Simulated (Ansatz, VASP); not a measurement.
**Two plane-wave programs on Mg**

The input INCAR:

```
ALGO = Normal
EDIFF = 1E-7
ENCUT = 520
GGA = RP
ISIF = 2
ISMEAR = -1
LASPH = T
LCHARG = T
LELF = T
LREAL = F
LVHAR = T
LWAVE = F
NBANDS = 12
NELM = 60
PREC = Accurate
SIGMA = 0.1
```

The input KPOINTS:

```
k-points
0
Gamma
  13 13 4
```

POSCAR

```
Mg
1.0
    3.3559566864      0.0000000000      0.0000000000
   -1.6779783432      2.9063437445      0.0000000000
    0.0000000000      0.0000000000     10.9171006186
Mg
4
Direct
    0.0000000000      1.0000000000      1.0000000000
    0.0000000000      0.0000000000      0.5000000000
    0.3333333333      0.6666666667      0.2500000000
    0.6666666667      0.3333333333      0.7500000000
```

Input for Ansatz:

```yaml
crystal:
  lattice:
    - [3.3559566864, 0.0, 0.0]
    - [-1.6779783432, 2.9063437445, 0.0]
    - [0.0, 0.0, 10.9171006186]
  atoms:
    - { symbol: Mg, position: [0.0, 1.0, 1.0] }
    - { symbol: Mg, position: [0.0, 0.0, 0.5] }
    - { symbol: Mg, position: [0.3333333333, 0.6666666667, 0.25] }
    - { symbol: Mg, position: [0.6666666667, 0.3333333333, 0.75] }
hamiltonian:
  xc: rpbe
  pseudopotentials:
    kind: paw
    azcp:
      Mg: "pseudopotentials/Mg.paw.azcp"
basis:
  ecutwfc: 420
  fft_grid_basis: typed
kpoints:
  mp_grid: { grid: [13, 13, 4], shift: [0, 0, 0] }
magnetization:
  spin_polarized: false
scf:
  occupations: { method: fermi_dirac, width: 0.1 }
  lower_state_search: "off"
output:
  stress: true
  write_density: true
  write_potential: true
  elf: true
  volumetric_format: npy
```

Alike in both runs: task single point; functional RPBE; k mesh 13 × 13 × 4; occupations fermi-dirac, width 0.1 eV; no spin polarisation.

|  | VASP | Ansatz |
| --- | --- | --- |
| version | VASP 6.6.1 | Ansatz 0.2.0 |
| potentials or method | VASP PAW PBE potentials, release 64 (Mg), cutoff 520 eV | plane waves (420 eV) with PAW, scalar-relativistic |
| valence electrons in the cell | 8 | 40 |

|  | VASP | Ansatz | Ansatz less VASP |
| --- | --- | --- | --- |
| pressure (GPa) | -3.1 | -3.0 | +0.16 |
| traceless stress, the component that is largest in VASP (GPa) | 0.06 | 0.06 | -0.002 |

VASP's potentials were made for PBE, not for RPBE. The functional is the same, so the differences come from potentials, cutoffs and numerics. VASP's potentials hold 8 valence electrons a cell and Ansatz's 40, so a difference there can come from the potentials and not from the codes.
